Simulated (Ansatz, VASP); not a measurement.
# Two plane-wave programs on PtS2

File INCAR:

```
SYSTEM = PtS2
PREC = Accurate
ENCUT = 520
EDIFF = 1E-6
ISMEAR = 0
SIGMA = 0.05
LREAL = .False.
LASPH = .True.
NELM = 100
ALGO = Normal
ISIF = 2
LWAVE = .False.
LCHARG = .False.
GGA = PE
IBRION = 2
NSW = 50
EDIFFG = -0.01
```

KPOINTS

```
Automatic mesh
0
Gamma
  12 12 6
  0 0 0
```

Contents of POSCAR:

```
PtS2
1.0
    3.7579961843      0.0000000000      0.0000000000
   -1.8789980921      3.2545201629      0.0000000000
    0.0000000000      0.0000000000      6.8261457066
Pt S
1 2
Direct
    0.0000000000      0.0000000000      0.0000000000
    0.3333333333      0.6666666667      0.1889525212
    0.6666666667      0.3333333333      0.8110474788
```

Input for Ansatz:

```yaml
crystal:
  lattice:
    - [3.7579961843, 0.0, 0.0]
    - [-1.8789980921, 3.2545201629, 0.0]
    - [0.0, 0.0, 6.8261457066]
  atoms:
    - { symbol: Pt, position: [0.0, 0.0, 0.0] }
    - { symbol: S, position: [0.3333333333, 0.6666666667, 0.1889525212] }
    - { symbol: S, position: [0.6666666667, 0.3333333333, 0.8110474788] }
basis:
  ecutwfc: 420
kpoints:
  mp_grid: { grid: [12, 12, 6] }
hamiltonian:
  xc: pbe
  pseudopotentials: { kind: paw }
scf:
  occupations: { method: gaussian, width: 0.05 }
output:
  forces: true
  stress: true
  eigenvalues: true
relax:
  adjacent_minimum: "off"
  f_tol: 0.01
  max_steps: 30
```

Alike in both runs: task relaxation of the atoms; functional PBE; k mesh 12 × 12 × 6; occupations gaussian, width 0.05 eV; no spin polarisation.

|  | VASP | Ansatz |
| --- | --- | --- |
| version | VASP 6.6.1 | Ansatz 0.2.0 |
| potentials or method | VASP PAW PBE potentials, release 64 (Pt, S), cutoff 520 eV | scalar-relativistic, plane waves, PAW |
| valence electrons in the cell | 22 | 30 |

|  | VASP | Ansatz | Ansatz less VASP |
| --- | --- | --- | --- |
| gap on the k mesh at the Fermi level, each at its own relaxed structure (eV) | 1.23 | 1.23 | +0.002 |

VASP's potentials hold 22 valence electrons a cell and Ansatz's 30, so a difference there can come from the potentials and not from the codes. Ansatz's warnings: stress scf threshold loose.

Spin-orbit coupling is off throughout.
